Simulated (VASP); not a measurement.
# BaTa3 (P6_3/mmc) in VASP: a series of runs

Runs on BaTa3. Level: PBE. Tasks: single point.

Program: VASP 6.6.1. These are calculated values, not measurements. Logs are shortened: lines on timing, memory, paths and dates and some standing lists are left out, and cuts for length are marked.

### 1 The cell of the first run

The structure is hexagonal, space group P6_3/mmc (No. 194). Conventional cell: a = 7.032 Å, b = 7.032 Å, c = 5.051 Å, α = 90.00°, β = 90.00°, γ = 120.00°. Ba (site symmetry -6m2) has 12 Ta at 3.55 to 3.56 Å within 4.7 Å. Ta (site symmetry mm2) has 6 Ta at 2.68 to 2.96 Å within 3.5 Å.

### 2 Single point, PBE

The input, INCAR:

```
  ALGO = Fast
  EDIFF = 1E-7
  ENCUT = 520
  GGA = PE
  ISIF = 2
  ISMEAR = 0
  LASPH = T
  LCHARG = T
  LELF = T
  LREAL = F
  LVHAR = T
  LWAVE = F
  NBANDS = 53
  NELM = 60
  PREC = Accurate
  SIGMA = 0.1
```

The input, KPOINTS:

```
k-points
0
Gamma
  3 3 4
```

The input, POSCAR:

```
BaTa3
1.0
    7.0317710504      0.0000000000      0.0000000000
   -3.5158855252      6.0896923632      0.0000000000
    0.0000000000      0.0000000000      5.0509496412
Ba Ta
2 6
Direct
    0.3333333333      0.6666666667      0.2500000000
    0.6666666667      0.3333333333      0.7500000000
    0.8729362418      0.7458724836      0.2500000000
    0.1270637582      0.8729362418      0.7500000000
    0.2541275164      0.1270637582      0.2500000000
    0.1270637582      0.2541275164      0.7500000000
    0.8729362418      0.1270637582      0.2500000000
    0.7458724836      0.8729362418      0.7500000000
```

Potentials or basis: VASP PAW PBE potentials, release 64 (Ba_sv, Ta_pv).

Command:

```
cat potpaw_PBE.64/Ba_sv/POTCAR potpaw_PBE.64/Ta_pv/POTCAR > POTCAR
mpirun -np 1 vasp_std > vasp.out
```

OUTCAR:

```text
EDIFF = 1E-7
   ENCUT = 520
   GGA = PE
   ISIF = 2
   ISMEAR = 0
   LASPH = T
   LREAL = F
   NELM = 60
   PREC = Accurate

 ion  position               nearest neighbor table
   1  0.333  0.667  0.250-   5 3.55   3 3.55   7 3.55   7 3.55   5 3.55   3 3.55   4 3.56   4 3.56
                             6 3.56   6 3.56   8 3.56   8 3.56
   2  0.667  0.333  0.750-   8 3.55   6 3.55   4 3.55   4 3.55   8 3.55   6 3.55   7 3.56   7 3.56
                             3 3.56   3 3.56   5 3.56   5 3.56
   3  0.873  0.746  0.250-   5 2.68   7 2.68   8 2.96   8 2.96   4 2.96   4 2.96   1 3.55   1 3.55
                             2 3.56   2 3.56
   4  0.127  0.873  0.750-   6 2.68   8 2.68   5 2.96   5 2.96   3 2.96   3 2.96   2 3.55   2 3.55
                             1 3.56   1 3.56
   5  0.254  0.127  0.250-   3 2.68   7 2.68   4 2.96   4 2.96   6 2.96   6 2.96   1 3.55   1 3.55
                             2 3.56   2 3.56
   6  0.127  0.254  0.750-   4 2.68   8 2.68   5 2.96   5 2.96   7 2.96   7 2.96   2 3.55   2 3.55
                             1 3.56   1 3.56
   7  0.873  0.127  0.250-   3 2.68   5 2.68   8 2.96   8 2.96   6 2.96   6 2.96   1 3.55   1 3.55
                             2 3.56   2 3.56
   8  0.746  0.873  0.750-   6 2.68   4 2.68   7 2.96   7 2.96   3 2.96   3 2.96   2 3.55   2 3.55
                             1 3.56   1 3.56

  LATTYP: Found a hexagonal cell.
 ALAT       =     7.0317710504
 C/A-ratio  =     0.7183040524

  Lattice vectors:

 A1 = (   7.0317710504,   0.0000000000,   0.0000000000)
 A2 = (  -3.5158855252,   6.0896923632,   0.0000000000)
 A3 = (   0.0000000000,   0.0000000000,   5.0509496412)

Analysis of symmetry for initial positions (statically):
=====================================================================
 Subroutine PRICEL returns:
 Original cell was already a primitive cell.

 Routine SETGRP: Setting up the symmetry group for a
 hexagonal supercell.

 Subroutine GETGRP returns: Found 24 space group operations
 (whereof 12 operations were pure point group operations)
 out of a pool of 24 trial point group operations.

The static configuration has the point symmetry D_3d.
 The point group associated with its full space group is D_6h.

Analysis of symmetry for dynamics (positions and initial velocities):
=====================================================================
 Subroutine PRICEL returns:
 Original cell was already a primitive cell.

 Routine SETGRP: Setting up the symmetry group for a
 hexagonal supercell.

 Subroutine GETGRP returns: Found 24 space group operations
 (whereof 12 operations were pure point group operations)
 out of a pool of 24 trial point group operations.

The dynamic configuration has the point symmetry D_3d.
 The point group associated with its full space group is D_6h.

 Subroutine INISYM returns: Found 24 space group operations
 (whereof 12 operations are pure point group operations),
 and found     1 'primitive' translations

----------------------------------------------------------------------------------------

                                     Primitive cell

  volume of cell :     216.2883

  direct lattice vectors                    reciprocal lattice vectors
     7.031771050  0.000000000  0.000000000     0.142211684  0.082105954  0.000000000
    -3.515885525  6.089692363  0.000000000     0.000000000  0.164211908  0.000000000
     0.000000000  0.000000000  5.050949641     0.000000000  0.000000000  0.197982572

  length of vectors
     7.031771050  7.031771050  5.050949641     0.164211908  0.164211908  0.197982572

  position of ions in fractional coordinates (direct lattice)
     0.333333333  0.666666667  0.250000000
     0.666666667  0.333333333  0.750000000
     0.872936242  0.745872484  0.250000000
     0.127063758  0.872936242  0.750000000
     0.254127516  0.127063758  0.250000000
     0.127063758  0.254127516  0.750000000
     0.872936242  0.127063758  0.250000000
     0.745872484  0.872936242  0.750000000

  ion indices of the primitive-cell ions
   primitive index   ion index
                 1           1
                 2           2
                 3           3
                 4           4
                 5           5
                 6           6
                 7           7
                 8           8

----------------------------------------------------------------------------------------

 KPOINTS: k-points

Automatic generation of k-mesh.
 Grid dimensions read from file:
 generate k-points for:    3    3    4

 Generating k-lattice:

  Cartesian coordinates                     Fractional coordinates (reciprocal lattice)
     0.047403895  0.027368651  0.000000000     0.333333333 -0.000000000  0.000000000
     0.000000000  0.054737303  0.000000000     0.000000000  0.333333333  0.000000000
     0.000000000  0.000000000  0.049495643     0.000000000  0.000000000  0.250000000

  Length of vectors
     0.054737303  0.054737303  0.049495643

  Shift w.r.t. Gamma in fractional coordinates (k-lattice)
     0.000000000  0.000000000  0.000000000

 Subroutine IBZKPT returns following result:
 ===========================================

 Found      9 irreducible k-points:

 Following reciprocal coordinates:
            Coordinates               Weight
  0.000000  0.000000  0.000000      1.000000
  0.333333  0.000000  0.000000      6.000000
  0.333333  0.333333  0.000000      2.000000
  0.000000  0.000000  0.250000      2.000000
  0.333333  0.000000  0.250000     12.000000
  0.333333  0.333333  0.250000      4.000000
  0.000000  0.000000  0.500000      1.000000
  0.333333  0.000000  0.500000      6.000000
  0.333333  0.333333  0.500000      2.000000
   k-points           NKPTS =      9   k-points in BZ     NKDIM =      9   number of bands    NBANDS=     53
   number of dos      NEDOS =    301   number of ions     NIONS =      8
   total plane-waves  NPLWV = 116640
   dimension x,y,z NGX =    54 NGY =   54 NGZ =   40
   dimension x,y,z NGXF=   108 NGYF=  108 NGZF=   80
   ions per type =               2   6
   NGX,Y,Z   is equivalent  to a cutoff of  12.77, 12.77, 13.17 a.u.
   NGXF,Y,Z  is equivalent  to a cutoff of  25.53, 25.53, 26.33 a.u.
 SYSTEM =  unknown system
   PREC   = accura    normal or accurate (medium, high low for compatibility)
   ISTART =      0    job   : 0-new  1-cont  2-samecut
   ICHARG =      2    charge: 1-file 2-atom 10-const
   ISPIN  =      1    spin polarized calculation?
   LNONCOLLINEAR =      F non collinear calculations
   LSORBIT =      F    spin-orbit coupling
   LASPH  =      T    aspherical Exc in radial PAW
   ENCUT  =  520.0 eV  38.22 Ry    6.18 a.u.  13.07 13.07  9.39*2*pi/ulx,y,z
   NELM   =     60;   NELMIN=  2; NELMDL= -5     # of ELM steps
   EDIFF  = 0.1E-06   stopping-criterion for ELM
   LREAL  =      F    real-space projection
   EDIFFG = 0.1E-05   stopping-criterion for IOM
   NSW    =      0    number of steps for IOM
   IBRION =     -1    ionic relax: 0-MD 1-quasi-New 2-CG
   NFREE  =      0    steps in history (QN), initial steepest desc. (CG)
   ISIF   =      2    stress and relaxation
   ISYM   =      2    0-nonsym 1-usesym 2-fastsym
   POTIM  = 0.5000    time-step for ionic-motion
   TEBEG  =    0.0;   TEEND  =   0.0 temperature during run
   PSTRESS=    0.0 pullay stress
   NELECT =      86.0000    total number of electrons
   NUPDOWN=      -1.0000    fix difference up-down
   EMIN   =  10.00;   EMAX   =-10.00  energy-range for DOS
   EFERMI =   0.00;   METHOD = LEGACY
   ISMEAR =     0;   SIGMA  =   0.10  broadening in eV -4-tet -1-fermi 0-gaus
   EFERMI_NEDOS =   21; number of points for ismear=-14 and -15
   IALGO  =     68    algorithm
   IMIX   =      4    mixing-type and parameters
     AMIX     =   0.40;   BMIX     =  1.00
     AMIX_MAG =   1.60;   BMIX_MAG =  1.00
  volume/ion in A,a.u.               =      27.04       182.45
  Fermi-wavevector in a.u.,A,eV,Ry     =   1.203825  2.274899 19.717483  1.449194
  Thomas-Fermi vector in A             =   2.339567
   LORBIT       =      0    0 simple, 1 ext, 2 COOP (PROOUT), +10 PAW based schemes
   GGA     = PE    functional components
   LHFCALC =     F    Hartree Fock is set to
   AEXX    =    0.0000 exact exchange contribution
   IVDW    =     0    specifies the selected vdW correction
   LEPSILON=     F    determine dielectric tensor
   LRPA    =     F    only Hartree local field effects (RPA)
 non-spin polarized calculation
 RMM-DIIS sequential band-by-band and
 Gauss-broadening in eV      SIGMA  =   0.10
  energy-cutoff  :      520.00
  volume of cell :      216.29
 maximum number of plane-waves:      5883
 NGX is ok and might be reduce to    54
   NGX = 27   NGY = 27   NGZ = 19

 number of electron      86.0000000 magnetization

 Free energy of the ion-electron system (eV)
  ---------------------------------------------------
  ext. energy  EPLUGINS =         0.00000000
  ---------------------------------------------------
  free energy    TOTEN  =       -67.12077436 eV

  energy without entropy =      -67.08113844  energy(sigma->0) =      -67.10095640

 E-fermi :   3.7163     XC(G=0): -10.4250

 val. band max:        3.6758956606   @ k =   0.3333   0.0000   0.0000
 cond. band min:       3.7304171531   @ k =   0.3333   0.0000   0.0000
 fundamental gap:      0.0545214925
 Fermi energy:         3.7163262805

 k-point     1 :       0.0000    0.0000    0.0000
  band No.  band energies     occupation
      1     -31.2561      2.00000
      2     -31.0984      2.00000
      3     -30.9687      2.00000
      4     -30.7287      2.00000
      5     -30.7287      2.00000
      6     -30.7157      2.00000
[... 45 lines left out ...]
     52       5.5807      0.00000
     53       5.6363      0.00000

 k-point     2 :       0.3333    0.0000    0.0000
  band No.  band energies     occupation
      1     -31.2532      2.00000
      2     -31.0958      2.00000
      3     -30.9683      2.00000
      4     -30.7286      2.00000
      5     -30.7264      2.00000
      6     -30.7156      2.00000
[... 384 lines left out ...]
 k-point     9 :       0.3333    0.3333    0.5000
  band No.  band energies     occupation
      1     -31.2059      2.00000
      2     -31.2059      2.00000
      3     -30.8319      2.00000
      4     -30.8319      2.00000
      5     -30.8317      2.00000
      6     -30.8317      2.00000
[... 45 lines left out ...]
     52       5.2733      0.00000
     53       5.8950      0.00000

------------------------ aborting loop because EDIFF is reached ----------------------------------------

  FORCE on cell =-STRESS in cart. coord.  units (eV):
  Direction    XX          YY          ZZ          XY          YZ          ZX
  --------------------------------------------------------------------------------------
  -------------------------------------------------------------------------------------
  Total        1.0203916      1.0203916      0.3057949      0.0000000      0.0000000      0.0000000
  in kB        7.5586515      7.5586515      2.2652061      0.0000000      0.0000000      0.0000000
  external PRESSURE =       5.7941697 kB  Pullay stress =       0.0000000 kB

 VOLUME and BASIS-vectors are now :
 -----------------------------------------------------------------------------
  energy-cutoff  :      520.00
  volume of cell :      216.29
      direct lattice vectors                 reciprocal lattice vectors
     7.031771050  0.000000000  0.000000000     0.142211684  0.082105954  0.000000000
    -3.515885525  6.089692363  0.000000000     0.000000000  0.164211908  0.000000000
     0.000000000  0.000000000  5.050949641     0.000000000  0.000000000  0.197982572

 POSITION                                       TOTAL-FORCE (eV/Angst)
 -----------------------------------------------------------------------------------
     -0.00000      4.05979      1.26274         0.000000      0.000000      0.000000
      3.51589      2.02990      3.78821         0.000000     -0.000000      0.000000
      3.51589      4.54213      1.26274         0.000000      0.002722      0.000000
     -2.17566      5.31591      3.78821        -0.002357      0.001361      0.000000
      1.34022      0.77378      1.26274        -0.002357     -0.001361     -0.000000
      0.00000      1.54756      3.78821         0.000000     -0.002722     -0.000000
      5.69155      0.77378      1.26274         0.002357     -0.001361      0.000000
      2.17566      5.31591      3.78821         0.002357      0.001361      0.000000
 -----------------------------------------------------------------------------------
    total drift:                               -0.000000      0.000000     -0.000000

  FREE ENERGIE OF THE ION-ELECTRON SYSTEM (eV)
  ---------------------------------------------------
  free  energy   TOTEN  =       -67.1207743558 eV

  energy  without entropy=      -67.0811384357  energy(sigma->0) =      -67.10095640
```

Wall time 3.8 min (1 thread of Intel Xeon Platinum 8488C (Sapphire Rapids), shared host); peak memory 0.37 GiB.

What came out:

```
Free energy            : -67.1208 eV
Pressure               : 0.6 GPa
Band gap on the k mesh : zero (band 43 reaches 4.11 eV, above the bottom of band 44 at 3.39 eV)
```

Forces in eV/Å, atoms in the order of the input:
```
Ba   0.000  0.000  0.000
Ba   0.000  0.000  0.000
Ta   0.000  0.003  0.000
Ta  -0.002  0.001  0.000
Ta  -0.002 -0.001  0.000
Ta   0.000 -0.003  0.000
Ta   0.002 -0.001  0.000
Ta   0.002  0.001  0.000
```

Stress tensor (GPa, compression positive):
```
0.76 0.00 0.00
0.00 0.76 0.00
0.00 0.00 0.23
```

Caveat: spin-orbit coupling is left out, which moves the levels of the heavy elements.

### 3 Single point, PBE

This run uses another cell than the first one, of 22.24 Å³/atom, 0.823 times its volume.

The input, INCAR:

```
SYSTEM = BaTa3
  PREC = Accurate
  ENCUT = 520
  EDIFF = 1E-6
  ISMEAR = 0
  SIGMA = 0.1
  LREAL = .FALSE.
  LASPH = .TRUE.
  NELM = 80
  ALGO = Normal
  ISIF = 2
  LWAVE = .FALSE.
  LCHARG = .TRUE.
  GGA = PE
  LELF = .TRUE.
  LVHAR = .TRUE.
  NBANDS = 53
```

The input, KPOINTS:

```
regular mesh
0
G
  3 3 4
  0 0 0
```

The input, POSCAR:

```
BaTa3
1.0
    6.3490809678      0.0000000000      0.0000000000
   -3.1745404839      5.4984654088      0.0000000000
    0.0000000000      0.0000000000      5.0961170910
Ba Ta
2 6
Direct
    0.3333333333      0.6666666667      0.2500000000
    0.6666666667      0.3333333333      0.7500000000
    0.8330000000      0.6660000000      0.2500000000
    0.1670000000      0.8330000000      0.7500000000
    0.3340000000      0.1670000000      0.2500000000
    0.1670000000      0.3340000000      0.7500000000
    0.8330000000      0.1670000000      0.2500000000
    0.6660000000      0.8330000000      0.7500000000
```

Potentials or basis: VASP PAW PBE potentials, release 64 (Ba_sv, Ta_pv).

Command:

```
cat potpaw_PBE.64/Ba_sv/POTCAR potpaw_PBE.64/Ta_pv/POTCAR > POTCAR
mpirun -np 1 vasp_std > vasp.out
```

Run time: 2 min. Hardware: 1 thread of Intel Xeon Platinum 8488C (Sapphire Rapids), shared host; peak memory 0.33 GiB.

It converged, with:

```yaml
Free_energy: -63.5031 eV
Pressure: 0.4 GPa
Largest_force: 1.888 eV/Å
Band_gap_on_the_k_mesh: zero (band 43 reaches 5.59 eV, above the bottom of band 44 at 4.70 eV)
```

Forces in eV/Å, atoms in the order of the input:
```
Ba   0.000  0.000  0.000
Ba   0.000  0.000  0.000
Ta   0.000  1.888  0.000
Ta  -1.635  0.944  0.000
Ta  -1.635 -0.944  0.000
Ta   0.000 -1.888  0.000
Ta   1.635 -0.944  0.000
Ta   1.635  0.944  0.000
```

Stress tensor (GPa, compression positive):
```
-0.33  0.00  0.00
 0.00 -0.33  0.00
 0.00  0.00  1.79
```

Levels at points of the mesh, in eV from the Fermi level:
```
           k point  band 40  band 41  band 42  band 43  band 44  band 45  band 46  band 47
(0.00, 0.00, 0.00)    -0.23    -0.23     0.23     0.23     0.79     0.87     0.87     1.00
(0.00, 0.00, 0.50)    -1.58     0.08     0.08     0.43     0.43     0.43     0.43     1.29
```

Caveat: the k points lie up to 0.38 Å⁻¹ apart; spin-orbit coupling is left out, which moves the levels of the heavy elements; forces of over 1 eV/Å act on the atoms, so gaps and moduli don't describe the material at rest.
